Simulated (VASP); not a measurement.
# Ge (P6_3/mmc) in VASP: further runs, part 2 of 2

VASP 6.6.1. The steps go on from the part before.

## (3) Single point, LDA

This run uses another cell than the first one, of 22.26 Å³/atom, 1.026 times its volume.

File INCAR:

```
SYSTEM = Ge
PREC = Accurate
ENCUT = 520
EDIFF = 1E-6
ISMEAR = 0
SIGMA = 0.1
LREAL = .False.
LASPH = .True.
NELM = 60
ALGO = Normal
ISIF = 2
LWAVE = .False.
LCHARG = .False.
GGA = CA
NBANDS = 36
```

File KPOINTS:

```
Automatic mesh
0
Gamma
  7 7 4
  0 0 0
```

File POSCAR:

```
Ge
1.0
    3.9639912520      0.0000000000      0.0000000000
   -1.9819956260      3.4329170951      0.0000000000
    0.0000000000      0.0000000000      6.5439184200
Ge
4
Direct
    0.6666666667      0.3333333333      0.0629010000
    0.3333333333      0.6666666667      0.5629010000
    0.6666666667      0.3333333333      0.4370990000
    0.3333333333      0.6666666667      0.9370990000
```

Potentials or basis: VASP PAW LDA potentials, release 64 (Ge_d).

Command:

```sh
> cat potpaw_LDA.64/Ge_d/POTCAR > POTCAR
> mpirun -np 1 vasp_std > vasp.out
```

OUTCAR:

```text
SYSTEM = Ge
   PREC = Accurate
   ENCUT = 520
   EDIFF = 1E-6
   ISMEAR = 0
   LREAL = .False.
   LASPH = .True.
   NELM = 60
   ISIF = 2
   GGA = CA

 ion  position               nearest neighbor table
   1  0.667  0.333  0.063-   4 2.43   4 2.43   4 2.43   3 2.45
   2  0.333  0.667  0.563-   3 2.43   3 2.43   3 2.43   4 2.45
   3  0.667  0.333  0.437-   2 2.43   2 2.43   2 2.43   1 2.45
   4  0.333  0.667  0.937-   1 2.43   1 2.43   1 2.43   2 2.45

  LATTYP: Found a hexagonal cell.
 ALAT       =     3.9639912520
 C/A-ratio  =     1.6508407824

  Lattice vectors:

 A1 = (   3.9639912520,   0.0000000000,   0.0000000000)
 A2 = (  -1.9819956260,   3.4329170951,   0.0000000000)
 A3 = (   0.0000000000,   0.0000000000,   6.5439184200)

Analysis of symmetry for initial positions (statically):
=====================================================================
 Subroutine PRICEL returns:
 Original cell was already a primitive cell.

 Routine SETGRP: Setting up the symmetry group for a
 hexagonal supercell.

 Subroutine GETGRP returns: Found 24 space group operations
 (whereof 12 operations were pure point group operations)
 out of a pool of 24 trial point group operations.

The static configuration has the point symmetry D_3d.
 The point group associated with its full space group is D_6h.

Analysis of symmetry for dynamics (positions and initial velocities):
=====================================================================
 Subroutine PRICEL returns:
 Original cell was already a primitive cell.

 Routine SETGRP: Setting up the symmetry group for a
 hexagonal supercell.

 Subroutine GETGRP returns: Found 24 space group operations
 (whereof 12 operations were pure point group operations)
 out of a pool of 24 trial point group operations.

The dynamic configuration has the point symmetry D_3d.
 The point group associated with its full space group is D_6h.

 Subroutine INISYM returns: Found 24 space group operations
 (whereof 12 operations are pure point group operations),
 and found     1 'primitive' translations

----------------------------------------------------------------------------------------

                                     Primitive cell

  volume of cell :      89.0500

  direct lattice vectors                    reciprocal lattice vectors
     3.963991252  0.000000000  0.000000000     0.252270991  0.145648726  0.000000000
    -1.981995626  3.432917095  0.000000000     0.000000000  0.291297451  0.000000000
     0.000000000  0.000000000  6.543918420     0.000000000  0.000000000  0.152813641

  length of vectors
     3.963991252  3.963991226  6.543918420     0.291297449  0.291297451  0.152813641

  position of ions in fractional coordinates (direct lattice)
     0.666666667  0.333333333  0.062901000
     0.333333333  0.666666667  0.562901000
     0.666666667  0.333333333  0.437099000
     0.333333333  0.666666667  0.937099000

  ion indices of the primitive-cell ions
   primitive index   ion index
                 1           1
                 2           2
                 3           3
                 4           4

----------------------------------------------------------------------------------------

 KPOINTS: Automatic mesh

Automatic generation of k-mesh.
 Grid dimensions read from file:
 generate k-points for:    7    7    4

 Generating k-lattice:

  Cartesian coordinates                     Fractional coordinates (reciprocal lattice)
     0.036038713  0.020806961  0.000000000     0.142857143  0.000000000  0.000000000
     0.000000000  0.041613922  0.000000000     0.000000000  0.142857143  0.000000000
     0.000000000  0.000000000  0.038203410     0.000000000  0.000000000  0.250000000

  Length of vectors
     0.041613921  0.041613922  0.038203410

  Shift w.r.t. Gamma in fractional coordinates (k-lattice)
     0.000000000  0.000000000  0.000000000

 Subroutine IBZKPT returns following result:
 ===========================================

 Found     24 irreducible k-points:

 Following reciprocal coordinates:
            Coordinates               Weight
  0.000000  0.000000  0.000000      1.000000
  0.142857  0.000000  0.000000      6.000000
  0.285714  0.000000  0.000000      6.000000
  0.428571  0.000000  0.000000      6.000000
  0.142857  0.142857  0.000000      6.000000
  0.285714  0.142857  0.000000     12.000000
[... 16 lines left out ...]
  0.428571  0.142857  0.500000      6.000000
  0.285714  0.285714  0.500000      6.000000
   k-points           NKPTS =     24   k-points in BZ     NKDIM =     24   number of bands    NBANDS=     36
   number of dos      NEDOS =    301   number of ions     NIONS =      4
   total plane-waves  NPLWV =  45000
   dimension x,y,z NGX =    30 NGY =   30 NGZ =   50
   dimension x,y,z NGXF=    60 NGYF=   60 NGZF=  100
   ions per type =               4
   NGX,Y,Z   is equivalent  to a cutoff of  12.58, 12.58, 12.70 a.u.
   NGXF,Y,Z  is equivalent  to a cutoff of  25.16, 25.16, 25.40 a.u.
 SYSTEM =  Ge
   PREC   = accura    normal or accurate (medium, high low for compatibility)
   ISTART =      0    job   : 0-new  1-cont  2-samecut
   ICHARG =      2    charge: 1-file 2-atom 10-const
   ISPIN  =      1    spin polarized calculation?
   LNONCOLLINEAR =      F non collinear calculations
   LSORBIT =      F    spin-orbit coupling
   LASPH  =      T    aspherical Exc in radial PAW
   ENCUT  =  520.0 eV  38.22 Ry    6.18 a.u.   7.37  7.37 12.17*2*pi/ulx,y,z
   NELM   =     60;   NELMIN=  2; NELMDL= -5     # of ELM steps
   EDIFF  = 0.1E-05   stopping-criterion for ELM
   LREAL  =      F    real-space projection
   EDIFFG = 0.1E-04   stopping-criterion for IOM
   NSW    =      0    number of steps for IOM
   IBRION =     -1    ionic relax: 0-MD 1-quasi-New 2-CG
   NFREE  =      0    steps in history (QN), initial steepest desc. (CG)
   ISIF   =      2    stress and relaxation
   ISYM   =      2    0-nonsym 1-usesym 2-fastsym
   POTIM  = 0.5000    time-step for ionic-motion
   TEBEG  =    0.0;   TEEND  =   0.0 temperature during run
   PSTRESS=    0.0 pullay stress
   NELECT =      56.0000    total number of electrons
   NUPDOWN=      -1.0000    fix difference up-down
   EMIN   =  10.00;   EMAX   =-10.00  energy-range for DOS
   EFERMI =   0.00;   METHOD = LEGACY
   ISMEAR =     0;   SIGMA  =   0.10  broadening in eV -4-tet -1-fermi 0-gaus
   EFERMI_NEDOS =   21; number of points for ismear=-14 and -15
   IALGO  =     38    algorithm
   IMIX   =      4    mixing-type and parameters
     AMIX     =   0.40;   BMIX     =  1.00
     AMIX_MAG =   1.60;   BMIX_MAG =  1.00
  volume/ion in A,a.u.               =      22.26       150.23
  Fermi-wavevector in a.u.,A,eV,Ry     =   1.402575  2.650483 26.765622  1.967218
  Thomas-Fermi vector in A             =   2.525323
   LORBIT       =      0    0 simple, 1 ext, 2 COOP (PROOUT), +10 PAW based schemes
   GGA     = CA    functional components
   LHFCALC =     F    Hartree Fock is set to
   AEXX    =    0.0000 exact exchange contribution
   IVDW    =     0    specifies the selected vdW correction
   LEPSILON=     F    determine dielectric tensor
   LRPA    =     F    only Hartree local field effects (RPA)
 non-spin polarized calculation
 Gauss-broadening in eV      SIGMA  =   0.10
  energy-cutoff  :      520.00
  volume of cell :       89.05
 maximum number of plane-waves:      2436
 NGX is ok and might be reduce to    30
   NGX = 15   NGY = 15   NGZ = 25

 number of electron      56.0000041 magnetization

 Free energy of the ion-electron system (eV)
  ---------------------------------------------------
  ext. energy  EPLUGINS =         0.00000000
  ---------------------------------------------------
  free energy    TOTEN  =       -20.70051816 eV

  energy without entropy =      -20.69952598  energy(sigma->0) =      -20.70002207

 E-fermi :   4.9723     XC(G=0): -10.3633

 val. band max:        4.8190377185   @ k =   0.0000   0.0000   0.0000
 cond. band min:       4.9984626168   @ k =   0.0000   0.0000   0.0000
 fundamental gap:      0.1794248983
 Fermi energy:         4.9723189831

 k-point     1 :       0.0000    0.0000    0.0000
  band No.  band energies     occupation
      1     -20.1164      2.00000
      2     -20.1164      2.00000
      3     -20.0759      2.00000
      4     -20.0756      2.00000
      5     -20.0756      2.00000
      6     -20.0622      2.00000
[... 925 lines left out ...]
     35      11.0390      0.00000
     36      11.0390      0.00000

------------------------ aborting loop because EDIFF is reached ----------------------------------------

  FORCE on cell =-STRESS in cart. coord.  units (eV):
  Direction    XX          YY          ZZ          XY          YZ          ZX
  --------------------------------------------------------------------------------------
  -------------------------------------------------------------------------------------
  Total        0.0371256      0.0371256     -0.2352060      0.0000000      0.0000000      0.0000000
  in kB        0.6679599      0.6679599     -4.2317997      0.0000000      0.0000000      0.0000000
  external PRESSURE =      -0.9652933 kB  Pullay stress =       0.0000000 kB

 VOLUME and BASIS-vectors are now :
 -----------------------------------------------------------------------------
  energy-cutoff  :      520.00
  volume of cell :       89.05
      direct lattice vectors                 reciprocal lattice vectors
     3.963991252  0.000000000  0.000000000     0.252270991  0.145648726  0.000000000
    -1.981995626  3.432917095  0.000000000     0.000000000  0.291297451  0.000000000
     0.000000000  0.000000000  6.543918420     0.000000000  0.000000000  0.152813641

 POSITION                                       TOTAL-FORCE (eV/Angst)
 -----------------------------------------------------------------------------------
      1.98200      1.14431      0.41162        -0.000000     -0.000000      0.003189
     -0.00000      2.28861      3.68358         0.000000      0.000000      0.003189
      1.98200      1.14431      2.86034        -0.000000      0.000000     -0.003189
     -0.00000      2.28861      6.13230        -0.000000     -0.000000     -0.003189
 -----------------------------------------------------------------------------------
    total drift:                               -0.000000      0.000000      0.000000

  FREE ENERGIE OF THE ION-ELECTRON SYSTEM (eV)
  ---------------------------------------------------
  free  energy   TOTEN  =       -20.7005181594 eV

  energy  without entropy=      -20.6995259799  energy(sigma->0) =      -20.70002207
```

OSZICAR:

```text
N       E                     dE             d eps       ncg     rms          rms(c)
DAV:   1     0.502463453289E+03    0.50246E+03   -0.28331E+04  1984   0.427E+03
DAV:   2     0.656759800507E+02   -0.43679E+03   -0.42584E+03  1728   0.818E+02
DAV:   3    -0.165239768339E+02   -0.82200E+02   -0.81245E+02  1924   0.207E+02
DAV:   4    -0.209784854087E+02   -0.44545E+01   -0.44416E+01  2012   0.566E+01
DAV:   5    -0.210679165646E+02   -0.89431E-01   -0.89406E-01  1936   0.890E+00    0.478E+00
DAV:   6    -0.208226526998E+02    0.24526E+00   -0.10909E-01  1892   0.215E+00    0.273E+00
DAV:   7    -0.206987738169E+02    0.12388E+00   -0.18026E-01  1836   0.232E+00    0.194E-01
DAV:   8    -0.207003767847E+02   -0.16030E-02   -0.13575E-02  1960   0.950E-01    0.938E-02
DAV:   9    -0.207005275482E+02   -0.15076E-03   -0.26936E-04  2008   0.103E-01    0.238E-02
DAV:  10    -0.207005181134E+02    0.94348E-05   -0.25360E-05  2276   0.677E-02    0.124E-02
DAV:  11    -0.207005181594E+02   -0.45962E-07   -0.29482E-06  1488   0.159E-02
   1 F= -.20700518E+02 E0= -.20700022E+02  d E =-.992179E-03
```

stdout:

```text
POSCAR found type information on POSCAR Ge
 POSCAR found :  1 types and       4 ions
 scaLAPACK will be used
 LDA part: xc-table for (Slater(with rela. corr.)+CA(PZ))
 , standard interpolation
 POSCAR, INCAR and KPOINTS ok, starting setup
 FFT: planning ... GRIDC
 FFT: planning ... GRID_SOFT
 FFT: planning ... GRID
 WAVECAR not read
 entering main loop
```

Run time: 32 s. Hardware: 1 thread of Intel Xeon 6975P-C (Granite Rapids), shared host; peak memory 0.19 GiB.

Results:

* Free energy: -20.7005 eV
* Pressure: -0.1 GPa
* Largest force: 0.003 eV/Å

Forces in eV/Å, atoms in the order of the input:
```
Ge   0.000  0.000  0.003
Ge   0.000  0.000  0.003
Ge   0.000  0.000 -0.003
Ge   0.000  0.000 -0.003
```

Stress tensor (GPa, compression positive):
```
 0.07  0.00  0.00
 0.00  0.07  0.00
 0.00  0.00 -0.42
```

## (4) Single point, LDA

This run uses another cell than the first one, of 22.83 Å³/atom, 1.053 times its volume.

File INCAR:

```
SYSTEM = Ge
PREC = Accurate ; ENCUT = 520
EDIFF = 1E-7 ; ISMEAR = 0
SIGMA = 0.1 ; LREAL = .FALSE.
LASPH = .TRUE. ; NELM = 60
ALGO = Normal ; ISIF = 2
LWAVE = .FALSE. ; LCHARG = .FALSE.
NBANDS = 36
```

File KPOINTS:

```
Automatic mesh
0
G
  7 7 4
  0 0 0
```

File POSCAR:

```
Ge
1.0
    3.9975860000      0.0000000000      0.0000000000
   -1.9987930000      3.4620110000      0.0000000000
    0.0000000000      0.0000000000      6.5993780000
Ge
4
Direct
    0.6666666667      0.3333333333      0.0629010000
    0.3333333333      0.6666666667      0.5629010000
    0.6666666667      0.3333333333      0.4370990000
    0.3333333333      0.6666666667      0.9370990000
```

Command:

```sh
> cat potpaw_LDA.64/Ge_d/POTCAR > POTCAR
> mpirun -np 1 vasp_std > vasp.out
```

It took 49 s on 1 thread of Intel Xeon 6975P-C (Granite Rapids), shared host; peak memory 0.19 GiB.

The run converged. Its results:

| Property | Result |
| --- | --- |
| Free energy | -20.6871 eV |
| Pressure | -1.8 GPa |
| Band gap on the k mesh | 0.17 eV, indirect (least direct gap 0.25 eV) |

Stress tensor (GPa, compression positive):
```
-1.68  0.00  0.00
 0.00 -1.68  0.00
 0.00  0.00 -2.05
```

Levels at points of the mesh, in eV from the valence-band top:
| k point | band 25 | band 26 | band 27 | band 28 | band 29 | band 30 | band 31 | band 32 |
| --- | --- | --- | --- | --- | --- | --- | --- | --- |
| (0.00, 0.00, 0.00) | -1.32 | -0.03 | -0.02 | 0.00 | 0.28 | 0.28 | 2.40 | 2.40 |
| (0.00, 0.00, 0.50) | -0.69 | -0.69 | -0.69 | -0.69 | 0.74 | 0.74 | 3.50 | 3.50 |

A k mesh can miss the band edges.

## (5) Summary

| cell | gap on the mesh (eV) | pressure (GPa) |
| --- | --- | --- |
| a = 3.930, b = 3.930, c = 6.488 Å, angles 90.0, 90.0, 120.0°, 4 atoms | none | 1.8 |
| a = 3.964, b = 3.964, c = 6.544 Å, angles 90.0, 90.0, 120.0°, 4 atoms | - | -0.1 |
| a = 3.998, b = 3.998, c = 6.599 Å, angles 90.0, 90.0, 120.0°, 4 atoms | 0.17 | -1.8 |

Alike in all rows: task single point; level LDA; potentials or basis VASP PAW LDA potentials, release 64 (Ge_d); no spin polarisation; k mesh 7 × 7 × 4; cutoff (eV) 520; smearing gaussian 0.1 eV.

Absolute energies hang on the potentials; compare differences alone.
